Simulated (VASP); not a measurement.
Runs of VASP 6.6.1 on AlAs. The structure is that of space group F-43m (No. 216), or close to it. The cells are those of the table. 

| level | cell | k mesh | cutoff (eV) | gap on the mesh (eV) | pressure (GPa) |
| --- | --- | --- | --- | --- | --- |
| r2SCAN | a = 4.015 Å, angles 60.0°, 2 atoms | 6 × 6 × 6 | 550 | 1.80 | 0.0 |
| r2SCAN | a = 3.933 Å, angles 60.0°, 2 atoms | 6 × 6 × 6 | 550 | 1.70 | 5.4 |
| r2SCAN | a = 4.015 Å, angles 60.0°, 2 atoms | 8 × 8 × 8 | 550 | 1.81 | 0.0 |
| PBE | a = 4.009 Å, angles 60.0°, 2 atoms | 6 × 6 × 6 | 500 | 1.44 | (b) |
| PBE | a = 4.015 Å, angles 60.0°, 2 atoms | 8 × 8 × 8 | 500 | 1.45 | (a) |

Alike in all rows: task single point; potentials or basis VASP PAW PBE potentials, release 64 (Al, As); no spin polarisation; smearing gaussian 0.01 eV.

**Question.** Estimate the missing entries.

**Answer.** (a) 2.1; (b) 2.4.

Caveats: the PAW data sets were made with another functional, which shifts forces and pressure a little (at least some runs); the cell stands under pressure (at least some runs).

A k mesh can miss the band edges, and the runs leave out spin-orbit coupling on As.
